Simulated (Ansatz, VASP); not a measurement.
**Ru: VASP beside Ansatz**

Contents of INCAR:

```
PREC = Accurate
ENCUT = 520
EDIFF = 1E-6
ISMEAR = 0
SIGMA = 0.15
LREAL = False
LASPH = True
NELM = 60
ALGO = Fast
ISIF = 2
LWAVE = False
LCHARG = False
GGA = PS
NBANDS = 21
```

Contents of KPOINTS:

```
Automatic mesh
0
Gamma
  21 21 12
```

Contents of POSCAR:

```
Ru
1.0
    2.7176327275      0.0000000000      0.0000000000
   -1.3588163637      2.3535389802      0.0000000000
    0.0000000000      0.0000000000      3.9655696759
Ru
2
Direct
    0.3333333333      0.6666666667      0.2500000000
    0.6666666667      0.3333333333      0.7500000000
```

Input for Ansatz:

```yaml
crystal:
  lattice:
    - [2.7176327275, 0.0, 0.0]
    - [-1.3588163637, 2.3535389802, 0.0]
    - [0.0, 0.0, 3.9655696759]
  atoms:
    - { symbol: Ru, position: [0.3333333333, 0.6666666667, 0.25] }
    - { symbol: Ru, position: [0.6666666667, 0.3333333333, 0.75] }
basis:
  ecutwfc: 420
kpoints:
  mp_grid: { grid: [21, 21, 12] }
hamiltonian:
  xc: pbesol
  pseudopotentials: { kind: paw, azcp: { folder: soft_1 } }
scf:
  occupations: { method: gaussian, width: 0.15 }
output:
  forces: true
  stress: true
  eigenvalues: true
```

Alike in both runs: task single point; functional PBEsol; k mesh 21 × 21 × 12; occupations gaussian, width 0.15 eV; no spin polarisation.

|  | VASP | Ansatz |
| --- | --- | --- |
| version | VASP 6.6.1 | Ansatz 0.2.0 |
| potentials or method | VASP PAW PBE potentials, release 64 (Ru_pv), cutoff 520 eV | scalar-relativistic, plane waves, PAW |
| valence electrons in the cell | 28 | 32 |

```tsv
	VASP	Ansatz	Ansatz less VASP
gap on the k mesh at the Fermi level (eV)	none	none	-
pressure (GPa)	23.3	23.4	+0.03
traceless stress, the component that is largest in VASP (GPa)	29.24	29.24	-0.004
```

VASP's potentials were made for PBE, not for PBEsol, and Ansatz warns of the same on its side. A gap of «none» marks a metal or a gap that the smearing closes. With one functional, cell and mesh, what is left measures potentials, basis and numerics. VASP's potentials hold 28 valence electrons a cell and Ansatz's 32, so a difference there can come from the potentials and not from the codes.
